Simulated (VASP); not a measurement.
# As (Fd-3m) in VASP: notebook, part 2 of 2

VASP 6.6.1. Earlier steps stand in the parts before.

## Step 5: Single point, LDA

This run uses another cell than the first one, of 14.55 Å³/atom, 0.647 times its volume.

Input file INCAR:

```
SYSTEM = As
  ALGO = Normal
  EDIFF = 1E-6
  ENCUT = 600
  GGA_COMPAT = .FALSE.
  ISIF = 2
  ISMEAR = -5
  LASPH = .TRUE.
  LCHARG = .FALSE.
  LREAL = .FALSE.
  LWAVE = .FALSE.
  NBANDS = 22
  NELM = 120
  PREC = Accurate
  SIGMA = 0.1
```

Input file KPOINTS:

```
k-points
0
G
  13 13 13
  0 0 0
```

Input file POSCAR:

```
As
1.0
    0.0000000000      2.4412652003      2.4412652003
    2.4412652003      0.0000000000      2.4412652003
    2.4412652003      2.4412652003      0.0000000000
As
2
Direct
   -0.1250000000     -0.1250000000     -0.1250000000
    0.1250000000      0.1250000000      0.1250000000
```

Potentials or basis: VASP PAW LDA potentials, release 64 (As_d).

On the command line:

```console
> cat potpaw_LDA.64/As_d/POTCAR > POTCAR
> mpirun -np 1 vasp_std > vasp.out
```

OUTCAR:

```text
SYSTEM = As
   EDIFF = 1E-6
   ENCUT = 600
   ISIF = 2
   ISMEAR = -5
   LASPH = .TRUE.
   LREAL = .FALSE.
   NELM = 120
   PREC = Accurate

 ion  position               nearest neighbor table
   1  0.875  0.875  0.875-   2 2.11   2 2.11   2 2.11   2 2.11
   2  0.125  0.125  0.125-   1 2.11   1 2.11   1 2.11   1 2.11

  LATTYP: Found a face centered cubic cell.
 ALAT       =     4.8825304006

  Lattice vectors:

 A1 = (   0.0000000000,   2.4412652003,   2.4412652003)
 A2 = (   2.4412652003,   0.0000000000,   2.4412652003)
 A3 = (   2.4412652003,   2.4412652003,   0.0000000000)

Analysis of symmetry for initial positions (statically):
=====================================================================
 Subroutine PRICEL returns:
 Original cell was already a primitive cell.

 Routine SETGRP: Setting up the symmetry group for a
 face centered cubic supercell.

 Subroutine GETGRP returns: Found 48 space group operations
 (whereof 12 operations were pure point group operations)
 out of a pool of 48 trial point group operations.

The static configuration has the point symmetry D_3d.
 The point group associated with its full space group is O_h .

Analysis of symmetry for dynamics (positions and initial velocities):
=====================================================================
 Subroutine PRICEL returns:
 Original cell was already a primitive cell.

 Routine SETGRP: Setting up the symmetry group for a
 face centered cubic supercell.

 Subroutine GETGRP returns: Found 48 space group operations
 (whereof 12 operations were pure point group operations)
 out of a pool of 48 trial point group operations.

The dynamic configuration has the point symmetry D_3d.
 The point group associated with its full space group is O_h .

 Subroutine INISYM returns: Found 48 space group operations
 (whereof 12 operations are pure point group operations),
 and found     1 'primitive' translations

----------------------------------------------------------------------------------------

[... 107 lines left out ...]
   EMIN   =  10.00;   EMAX   =-10.00  energy-range for DOS
   EFERMI =   0.00;   METHOD = LEGACY
   ISMEAR =    -5;   SIGMA  =   0.10  broadening in eV -4-tet -1-fermi 0-gaus
   EFERMI_NEDOS =   21; number of points for ismear=-14 and -15
   IALGO  =     38    algorithm
   IMIX   =      4    mixing-type and parameters
     AMIX     =   0.40;   BMIX     =  1.00
     AMIX_MAG =   1.60;   BMIX_MAG =  1.00
  volume/ion in A,a.u.               =      14.55        98.18
  Fermi-wavevector in a.u.,A,eV,Ry     =   1.653828  3.125281 37.213926  2.735146
  Thomas-Fermi vector in A             =   2.742199
   LORBIT       =      0    0 simple, 1 ext, 2 COOP (PROOUT), +10 PAW based schemes
   GGA     = CA    functional components
   LHFCALC =     F    Hartree Fock is set to
   AEXX    =    0.0000 exact exchange contribution
   IVDW    =     0    specifies the selected vdW correction
   LEPSILON=     F    determine dielectric tensor
   LRPA    =     F    only Hartree local field effects (RPA)
 non-spin polarized calculation
 Fermi weights with tetrahedron method with Bloechl corrections
  energy-cutoff  :      600.00
  volume of cell :       29.10
 maximum number of plane-waves:       982
   NGX = 13   NGY = 13   NGZ = 13

 number of electron      29.9999979 magnetization

 Free energy of the ion-electron system (eV)
  ---------------------------------------------------
  ext. energy  EPLUGINS =         0.00000000
  ---------------------------------------------------
  free energy    TOTEN  =        -5.33188515 eV

  energy without entropy =       -5.33188515  energy(sigma->0) =       -5.33188515

 E-fermi :   8.4129     XC(G=0): -12.9629

 val. band max:        8.5798873018   @ k =  -0.2308   0.2308   0.0769
 cond. band min:       8.0403840338   @ k =   0.0000   0.0000   0.0000
 fundamental gap:     -0.5395032680
 Fermi energy:         8.4129428788

 k-point     1 :       0.0000    0.0000    0.0000
  band No.  band energies     occupation
      1     -29.6008      2.00000
      2     -29.6008      2.00000
      3     -29.6008      2.00000
      4     -29.5249      2.00000
      5     -29.5249      2.00000
      6     -29.1671      2.00000
[... 589 lines left out ...]
     21      19.8962      0.00000
     22      21.0050      0.00000

 [... further k-points ...]
[... 5 lines left out ...]
  --------------------------------------------------------------------------------------
  -------------------------------------------------------------------------------------
  Total       18.5706376     18.5706376     18.5706376     -0.0000000     -0.0000000      0.0000000
  in kB     1022.4981240   1022.4981240   1022.4981240     -0.0000000     -0.0000000      0.0000000
  external PRESSURE =    1022.4981240 kB  Pullay stress =       0.0000000 kB

 VOLUME and BASIS-vectors are now :
 -----------------------------------------------------------------------------
  energy-cutoff  :      600.00
  volume of cell :       29.10
      direct lattice vectors                 reciprocal lattice vectors
     0.000000000  2.441265200  2.441265200    -0.204811833  0.204811833  0.204811833
     2.441265200  0.000000000  2.441265200     0.204811833 -0.204811833  0.204811833
     2.441265200  2.441265200  0.000000000     0.204811833  0.204811833 -0.204811833

 POSITION                                       TOTAL-FORCE (eV/Angst)
 -----------------------------------------------------------------------------------
      4.27221      4.27221      4.27221         0.000000     -0.000000      0.000000
      0.61032      0.61032      0.61032        -0.000000      0.000000     -0.000000
 -----------------------------------------------------------------------------------
    total drift:                                0.000000     -0.000000     -0.000000

  FREE ENERGIE OF THE ION-ELECTRON SYSTEM (eV)
  ---------------------------------------------------
  free  energy   TOTEN  =        -5.3318851547 eV

  energy  without entropy=       -5.3318851547  energy(sigma->0) =       -5.33188515
```

stdout:

```text
POSCAR found type information on POSCAR As
 POSCAR found :  1 types and       2 ions
 scaLAPACK will be used
 LDA part: xc-table for (Slater(with rela. corr.)+CA(PZ))
 , standard interpolation
 POSCAR, INCAR and KPOINTS ok, starting setup
 FFT: planning ... GRIDC
 FFT: planning ... GRID_SOFT
 FFT: planning ... GRID
 WAVECAR not read
 entering main loop
 -----------------------------------------------------------------------------
|                                                                             |
|           W    W    AA    RRRRR   N    N  II  N    N   GGGG   !!!           |
|           W    W   A  A   R    R  NN   N  II  NN   N  G    G  !!!           |
|           W    W  A    A  R    R  N N  N  II  N N  N  G       !!!           |
|           W WW W  AAAAAA  RRRRR   N  N N  II  N  N N  G  GGG   !            |
|           WW  WW  A    A  R   R   N   NN  II  N   NN  G    G                |
|           W    W  A    A  R    R  N    N  II  N    N   GGGG   !!!           |
|                                                                             |
|     Tetrahedron method does not include variations of the Fermi             |
|     occupations, so forces and stress will be inaccurate. We suggest        |
|     using a different smearing scheme ISMEAR = 1 or 2 for metals in         |
|     relaxations.                                                            |
|                                                                             |
 -----------------------------------------------------------------------------
```

It took 47 s on 1 thread of Intel Xeon Platinum 8259CL at 2.50GHz (Skylake/Cascade Lake), shared host; peak memory 0.17 GiB.

What came out:

* Free energy: -5.3319 eV
* Pressure: 102.2 GPa
* Band gap on the k mesh: zero (band 15 reaches 10.21 eV, above the bottom of band 16 at 6.05 eV)

Caveat: tetrahedron occupations give inexact forces and stress in metals.

## Step 6: Overview

| potentials or basis | cell | cutoff (eV) | smearing | second run | gap on the mesh (eV) | pressure (GPa) |
| --- | --- | --- | --- | --- | --- | --- |
| VASP PAW LDA potentials, release 64 (As) | a = 3.992 Å, angles 60.0°, 2 atoms | 520 | fermi-dirac 0.05 eV | - | none | 12.8 |
| VASP PAW LDA potentials, release 64 (As) | a = 4.142 Å, angles 60.0°, 2 atoms | 520 | fermi-dirac 0.05 eV | - | none | 3.5 |
| VASP PAW LDA potentials, release 64 (As) | a = 4.214 Å, angles 60.0°, 2 atoms | 520 | fermi-dirac 0.05 eV | - | none | 0.3 |
| VASP PAW LDA potentials, release 64 (As_d) | a = 3.452 Å, angles 60.0°, 2 atoms | 600 | tetrahedron | valence_matched | none | 102.2 |

Alike in all rows: task single point; level LDA; no spin polarisation; k mesh 13 × 13 × 13.

Caveats: tetrahedron occupations give inexact forces and stress in metals (some runs).

Total energies depend on the potentials used, so only differences within one code and one set of settings carry meaning.
